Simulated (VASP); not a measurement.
# Lu in VASP: single point with LDA

Aim: the single point of Lu with LDA.

All numbers are computed with VASP 6.6.1; they aren't measurements. Logs are shortened: lines on timing, memory, paths and dates and some standing lists are left out, and cuts for length are marked.

## 1. The cell of the first run

The cell holds a slab with vacuum, 16 atoms: a = 7.020 Å, b = 7.020 Å, c = 21.345 Å, α = 90.00°, β = 90.00°, γ = 60.00°.

## 2. Single point, LDA

File INCAR:

```
  ALGO = Normal
  EDIFF = 1E-6
  ENCUT = 520
  GGA = CA
  ISIF = 2
  ISMEAR = -1
  LASPH = T
  LCHARG = F
  LREAL = Auto
  LWAVE = F
  NBANDS = 214
  NCORE = 4
  NELM = 100
  PREC = Accurate
  SIGMA = 0.15
```

File KPOINTS:

```
k-points
0
Gamma
  2 2 1
```

File POSCAR:

```
Lu
1.0
    7.0200000000      0.0000000000      0.0000000000
    3.5100000000      6.0794980000      0.0000000000
    0.0000000000      0.0000000000     21.3450250000
Lu
16
Direct
   -0.1666667215      0.3333334430      0.0468493244
    0.3333332785      0.3333334430      0.0468493244
   -0.1666626916      0.8333253831      0.0468493244
    0.3333373084      0.8333253831      0.0468493244
   -0.0050980091      0.0131589812      0.1613724978
    0.5090069436     -0.0214326907      0.1622720048
    0.0239361825      0.4911589740      0.1710749929
    0.5048395652      0.4276997871      0.1824687486
   -0.1297883638      0.2809442490      0.3119602811
    0.2935001817      0.3249939386      0.2952491271
   -0.1814962128      0.8409411435      0.2979382784
    0.2887931840      0.8761743157      0.3018923613
    0.0330520912     -0.0602352365      0.4315150720
    0.5000278068     -0.0129615965      0.4093740813
   -0.0190790712      0.5081011623      0.4261883038
    0.4894735876      0.5165229103      0.4097348211
```

Potentials or basis: VASP PAW PBE potentials, release 64 (Lu).

Launch:

```sh
$ cat potpaw_PBE.64/Lu/POTCAR > POTCAR
$ mpirun -np 4 vasp_std > vasp.out
```

OUTCAR:

```text
EDIFF = 1E-6
   ENCUT = 520
   GGA = CA
   ISIF = 2
   ISMEAR = -1
   LASPH = T
   LREAL = Auto
   NELM = 100
   PREC = Accurate

 ion  position               nearest neighbor table
   1  0.833  0.333  0.047-   5 3.12   7 3.40   3 3.51   4 3.51   2 3.51   2 3.51   4 3.51   3 3.51
                             8 3.55
   2  0.333  0.333  0.047-   7 3.25   6 3.27   8 3.33   4 3.51   3 3.51   1 3.51   1 3.51   3 3.51
                             4 3.51
   3  0.833  0.833  0.047-   6 3.16   5 3.21   7 3.37   1 3.51   2 3.51   4 3.51   4 3.51   2 3.51
                             1 3.51
   4  0.333  0.833  0.047-   6 3.14   5 3.20   2 3.51   1 3.51   3 3.51   3 3.51   1 3.51   2 3.51
                             8 3.81
   5  0.995  0.013  0.161-   1 3.12   4 3.20   3 3.21   8 3.24   7 3.47  12 3.49   6 3.49   6 3.54
                             7 3.57   9 3.60  11 3.60
   6  0.509  0.979  0.162-   4 3.14   3 3.16   8 3.17   2 3.27  11 3.46   5 3.49   7 3.51   7 3.53
                             5 3.54  10 3.55  12 3.59
   7  0.024  0.491  0.171-  10 3.12   8 3.19   2 3.25   3 3.37   1 3.40  11 3.45   5 3.47   6 3.51
                             6 3.53   5 3.57   9 3.74
   8  0.505  0.428  0.182-  10 3.10   6 3.17   7 3.19   5 3.24   2 3.33   1 3.55   9 3.55  12 3.73
                             4 3.81
   9  0.870  0.281  0.312-  12 2.90  16 3.13  10 3.16  15 3.21  13 3.29  11 3.30   8 3.55   5 3.60
                             7 3.74  11 3.77
  10  0.294  0.325  0.295-   8 3.10   7 3.12   9 3.16  12 3.17  14 3.20  15 3.38  16 3.39  11 3.49
                             6 3.55  11 3.55
  11  0.819  0.841  0.298-  14 3.07   9 3.30  15 3.40  12 3.43   7 3.45  13 3.45   6 3.46  10 3.49
                            10 3.55  12 3.60   5 3.60   9 3.77
  12  0.289  0.876  0.302-   9 2.90  14 3.04  10 3.17  16 3.18  13 3.21  11 3.43   5 3.49   6 3.59
                            11 3.60   8 3.73
  13  0.033  0.940  0.432-  16 3.13  12 3.21  15 3.23   9 3.29  11 3.45  14 3.49  14 3.62
  14  0.500  0.987  0.409-  12 3.04  11 3.07  10 3.20  16 3.34  15 3.39  13 3.49  13 3.62  15 3.67
                            16 3.68
  15  0.981  0.508  0.426-   9 3.21  13 3.23  10 3.38  14 3.39  11 3.40  16 3.44  16 3.62  14 3.67

  16  0.489  0.517  0.410-  13 3.13   9 3.13  12 3.18  14 3.34  10 3.39  15 3.44  15 3.62  14 3.68

  LATTYP: Found a hexagonal cell.
 ALAT       =     7.0199997103
 C/A-ratio  =     3.0406019773

  Lattice vectors:

 A1 = (  -3.5100000000,  -6.0794980000,   0.0000000000)
 A2 = (   7.0200000000,   0.0000000000,   0.0000000000)
 A3 = (   0.0000000000,   0.0000000000,  21.3450250000)

Analysis of symmetry for initial positions (statically):
=====================================================================
 Subroutine PRICEL returns:
 Original cell was already a primitive cell.

 Routine SETGRP: Setting up the symmetry group for a
 hexagonal supercell.

 Subroutine GETGRP returns: Found  1 space group operations
 (whereof  1 operations were pure point group operations)
 out of a pool of 24 trial point group operations.

The static configuration has the point symmetry C_1 .

Analysis of symmetry for dynamics (positions and initial velocities):
=====================================================================
 Subroutine PRICEL returns:
 Original cell was already a primitive cell.

 Routine SETGRP: Setting up the symmetry group for a
 hexagonal supercell.

 Subroutine GETGRP returns: Found  1 space group operations
 (whereof  1 operations were pure point group operations)
 out of a pool of 24 trial point group operations.

The dynamic configuration has the point symmetry C_1 .

 Subroutine INISYM returns: Found  1 space group operations
 (whereof  1 operations are pure point group operations),
 and found     1 'primitive' translations

----------------------------------------------------------------------------------------

                                     Primitive cell

  volume of cell :     910.9646

  direct lattice vectors                    reciprocal lattice vectors
     7.020000000  0.000000000  0.000000000     0.142450142 -0.082243633  0.000000000
     3.510000000  6.079498000  0.000000000     0.000000000  0.164487265  0.000000000
     0.000000000  0.000000000 21.345025000     0.000000000  0.000000000  0.046849324

  length of vectors
     7.020000000  7.019999710 21.345025000     0.164487258  0.164487265  0.046849324

  position of ions in fractional coordinates (direct lattice)
     0.833333278  0.333333443  0.046849324
     0.333333278  0.333333443  0.046849324
     0.833337308  0.833325383  0.046849324
     0.333337308  0.833325383  0.046849324
     0.994901991  0.013158981  0.161372498
     0.509006944  0.978567309  0.162272005
[... 8 lines left out ...]
     0.980920929  0.508101162  0.426188304
     0.489473588  0.516522910  0.409734821

  ion indices of the primitive-cell ions
   primitive index   ion index
                 1           1
                 2           2
                 3           3
                 4           4
                 5           5
                 6           6
[... 8 lines left out ...]
                15          15
                16          16

----------------------------------------------------------------------------------------

 KPOINTS: k-points

Automatic generation of k-mesh.
 Grid dimensions read from file:
 generate k-points for:    2    2    1

 Generating k-lattice:

  Cartesian coordinates                     Fractional coordinates (reciprocal lattice)
     0.071225071 -0.041121816  0.000000000     0.500000000  0.000000000  0.000000000
     0.000000000  0.082243633  0.000000000     0.000000000  0.500000000  0.000000000
     0.000000000  0.000000000  0.046849324     0.000000000  0.000000000  1.000000000

  Length of vectors
     0.082243629  0.082243633  0.046849324

  Shift w.r.t. Gamma in fractional coordinates (k-lattice)
     0.000000000  0.000000000  0.000000000

 Subroutine IBZKPT returns following result:
 ===========================================

 Found      4 irreducible k-points:

 Following reciprocal coordinates:
            Coordinates               Weight
  0.000000  0.000000  0.000000      1.000000
  0.500000  0.000000  0.000000      1.000000
  0.500000  0.500000  0.000000      1.000000
  0.000000  0.500000  0.000000      1.000000
   k-points           NKPTS =      4   k-points in BZ     NKDIM =      4   number of bands    NBANDS=    214
   number of dos      NEDOS =    301   number of ions     NIONS =     16
   total plane-waves  NPLWV = 466560
   dimension x,y,z NGX =    54 NGY =   54 NGZ =  160
   dimension x,y,z NGXF=   108 NGYF=  108 NGZF=  320
   ions per type =              16
   NGX,Y,Z   is equivalent  to a cutoff of  12.79, 12.79, 12.46 a.u.
   NGXF,Y,Z  is equivalent  to a cutoff of  25.58, 25.58, 24.92 a.u.
 SYSTEM =  unknown system
   PREC   = accura    normal or accurate (medium, high low for compatibility)
   ISTART =      0    job   : 0-new  1-cont  2-samecut
   ICHARG =      2    charge: 1-file 2-atom 10-const
   ISPIN  =      1    spin polarized calculation?
   LNONCOLLINEAR =      F non collinear calculations
   LSORBIT =      F    spin-orbit coupling
   LASPH  =      T    aspherical Exc in radial PAW
   ENCUT  =  520.0 eV  38.22 Ry    6.18 a.u.  13.05 13.05 39.69*2*pi/ulx,y,z
   NELM   =    100;   NELMIN=  2; NELMDL= -5     # of ELM steps
   EDIFF  = 0.1E-05   stopping-criterion for ELM
   LREAL  =      T    real-space projection
   EDIFFG = 0.1E-04   stopping-criterion for IOM
   NSW    =      0    number of steps for IOM
   IBRION =     -1    ionic relax: 0-MD 1-quasi-New 2-CG
   NFREE  =      0    steps in history (QN), initial steepest desc. (CG)
   ISIF   =      2    stress and relaxation
   ISYM   =      2    0-nonsym 1-usesym 2-fastsym
   POTIM  = 0.5000    time-step for ionic-motion
   TEBEG  =    0.0;   TEEND  =   0.0 temperature during run
   PSTRESS=    0.0 pullay stress
   NELECT =     400.0000    total number of electrons
   NUPDOWN=      -1.0000    fix difference up-down
   EMIN   =  10.00;   EMAX   =-10.00  energy-range for DOS
   EFERMI =   0.00;   METHOD = LEGACY
   ISMEAR =    -1;   SIGMA  =   0.15  broadening in eV -4-tet -1-fermi 0-gaus
   EFERMI_NEDOS =   21; number of points for ismear=-14 and -15
   IALGO  =     38    algorithm
   IMIX   =      4    mixing-type and parameters
     AMIX     =   0.40;   BMIX     =  1.00
     AMIX_MAG =   1.60;   BMIX_MAG =  1.00
  volume/ion in A,a.u.               =      56.94       384.22
  Fermi-wavevector in a.u.,A,eV,Ry     =   1.244307  2.351400 21.065911  1.548301
  Thomas-Fermi vector in A             =   2.378580
   LORBIT       =      0    0 simple, 1 ext, 2 COOP (PROOUT), +10 PAW based schemes
   GGA     = CA    functional components
   LHFCALC =     F    Hartree Fock is set to
   AEXX    =    0.0000 exact exchange contribution
   IVDW    =     0    specifies the selected vdW correction
   LEPSILON=     F    determine dielectric tensor
   LRPA    =     F    only Hartree local field effects (RPA)
 non-spin polarized calculation
  energy-cutoff  :      520.00
  volume of cell :      910.96
 maximum number of plane-waves:     24553
 NGX is ok and might be reduce to    54
   NGX = 27   NGY = 27   NGZ = 79

 number of electron     399.9999992 magnetization

 Free energy of the ion-electron system (eV)
  ---------------------------------------------------
  ext. energy  EPLUGINS =         0.00000000
  ---------------------------------------------------
  free energy    TOTEN  =       -74.79980873 eV

  energy without entropy =      -72.54730821  energy(sigma->0) =      -73.67355847

 E-fermi :  -0.6708     XC(G=0):  -6.4587

 val. band max:       -0.6859998112   @ k =   0.5000   0.5000   0.0000
 cond. band min:      -0.6646739234   @ k =   0.5000   0.5000   0.0000
 fundamental gap:      0.0213258878
 Fermi energy:        -0.6707762067

 k-point     1 :       0.0000    0.0000    0.0000
  band No.  band energies     occupation
      1     -57.0210      2.00000
      2     -57.0137      2.00000
      3     -56.9976      2.00000
      4     -56.9522      2.00000
      5     -56.8977      2.00000
      6     -56.8770      2.00000
[... 204 lines left out ...]
    211       0.5047      0.00079
    212       0.5274      0.00068

 k-point     2 :       0.5000    0.0000    0.0000
  band No.  band energies     occupation
      1     -57.0199      2.00000
      2     -57.0136      2.00000
      3     -56.9984      2.00000
      4     -56.9522      2.00000
      5     -56.8975      2.00000
      6     -56.8774      2.00000
[... 204 lines left out ...]
    211       0.0275      0.01884
    212       0.0890      0.01254

 k-point     3 :       0.5000    0.5000    0.0000
  band No.  band energies     occupation
      1     -57.0205      2.00000
      2     -57.0135      2.00000
      3     -56.9973      2.00000
      4     -56.9528      2.00000
      5     -56.8979      2.00000
      6     -56.8773      2.00000
[... 204 lines left out ...]
    211       0.0458      0.01670
    212       0.1189      0.01029

 k-point     4 :       0.0000    0.5000    0.0000
  band No.  band energies     occupation
      1     -57.0200      2.00000
      2     -57.0135      2.00000
      3     -56.9982      2.00000
      4     -56.9523      2.00000
      5     -56.8977      2.00000
      6     -56.8773      2.00000
[... 204 lines left out ...]
    211      -0.0171      0.02528
    212       0.1191      0.01028
 [bands above 212 left out]

------------------------ aborting loop because EDIFF is reached ----------------------------------------

  FORCE on cell =-STRESS in cart. coord.  units (eV):
  Direction    XX          YY          ZZ          XY          YZ          ZX
  --------------------------------------------------------------------------------------
  -------------------------------------------------------------------------------------
  Total      -10.5121919    -10.9313987     -5.7539490     -1.2626748      1.2876862     -0.5732457
  in kB      -18.4885292    -19.2258176    -10.1198737     -2.2207548      2.2647440     -1.0082073
  external PRESSURE =     -15.9447402 kB  Pullay stress =       0.0000000 kB

 VOLUME and BASIS-vectors are now :
 -----------------------------------------------------------------------------
  energy-cutoff  :      520.00
  volume of cell :      910.96
      direct lattice vectors                 reciprocal lattice vectors
     7.020000000  0.000000000  0.000000000     0.142450142 -0.082243633  0.000000000
     3.510000000  6.079498000  0.000000000     0.000000000  0.164487265  0.000000000
     0.000000000  0.000000000 21.345025000     0.000000000  0.000000000  0.046849324

 POSITION                                       TOTAL-FORCE (eV/Angst)
 -----------------------------------------------------------------------------------
      7.02000      2.02650      1.00000        -0.015944      0.146044      0.247681
      3.51000      2.02650      1.00000        -0.019746     -0.176712      0.320898
      8.77500      5.06620      1.00000         0.108564     -0.050567     -0.019367
      5.26500      5.06620      1.00000        -0.146710     -0.193925      0.001206
      7.03040      0.08000      3.44450         0.028952     -0.574879      0.850979
      7.00800      5.94920      3.46370        -0.286985      0.024619      0.575319
[... 8 lines left out ...]
      8.66950      3.08900      9.09700         0.164468     -0.354009     -0.258562
      5.24910      3.14020      8.74580        -0.173858     -0.535403     -0.112564
 -----------------------------------------------------------------------------------
    total drift:                               -0.004259     -0.001688     -0.001294

  FREE ENERGIE OF THE ION-ELECTRON SYSTEM (eV)
  ---------------------------------------------------
  free  energy   TOTEN  =       -74.7998087312 eV

  energy  without entropy=      -72.5473082102  energy(sigma->0) =      -73.67355847
```

Run time: 15 min. Hardware: 4 MPI ranks of AMD EPYC 7R43 (Zen 3), shared host; peak memory 0.32 GiB.

What came out:

| Property | Result |
| --- | --- |
| Free energy | -74.7998 eV |
| Largest force | 1.797 eV/Å |

Forces in eV/Å, atoms in the order of the input:
```
Lu  -0.016  0.146  0.248
Lu  -0.020 -0.177  0.321
Lu   0.109 -0.051 -0.019
Lu  -0.147 -0.194  0.001
Lu   0.029 -0.575  0.851
Lu  -0.287  0.025  0.575
Lu  -0.737  0.032 -0.374
Lu   1.114  1.112 -0.496
Lu  -0.871  1.158 -0.459
Lu   0.682  0.130  0.591
Lu   0.185 -0.331 -0.247
Lu   0.229 -1.524 -0.926
Lu  -0.219  0.753 -0.275
Lu  -0.043  0.385  0.581
Lu   0.164 -0.354 -0.259
Lu  -0.174 -0.535 -0.113
```

Caveat: the k points lie up to 0.52 Å⁻¹ apart; the atoms stand as in a frame of molecular dynamics; there is no dipole correction, which matters where the two faces differ; the PAW data sets were made with another functional, which shifts forces and pressure a little; spin-orbit coupling is left out, which moves the levels of the heavy elements.
